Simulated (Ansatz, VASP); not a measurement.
## One calculation of MgS, two programs

```
Mg S
1.0
     0.00000    2.59131    2.59131
     2.59131    0.00000    2.59131
     2.59131    2.59131    0.00000
Mg S
1 1
Direct
  0.00000 0.00000 0.00000
  0.50000 0.50000 0.50000
```

Alike in both runs: task single point; functional PBEsol; k mesh 6 × 6 × 6; no spin polarisation.

|  | VASP | Ansatz |
| --- | --- | --- |
| version | VASP 6.6.1 | Ansatz 0.2.0 |
| potentials or method | VASP PAW PBE potentials, release 64 (Mg, S), cutoff 600 eV | scalar-relativistic, plane waves, PAW |
| occupations | gaussian, width 0.01 eV | fixed |
| valence electrons in the cell | 8 | 16 |

Ansatz gave:

```
gap on the k mesh at the Fermi level (eV) : 2.72
least direct gap on the mesh (eV)         : 3.69
```

**Question.** Estimate VASP's values.

**Answer.** gap on the k mesh at the Fermi level (eV): 2.73; least direct gap on the mesh (eV): 3.69.

VASP's potentials were made for PBE, not for PBEsol. VASP's potentials hold 8 valence electrons a cell and Ansatz's 16, so a difference there can come from the potentials and not from the codes.
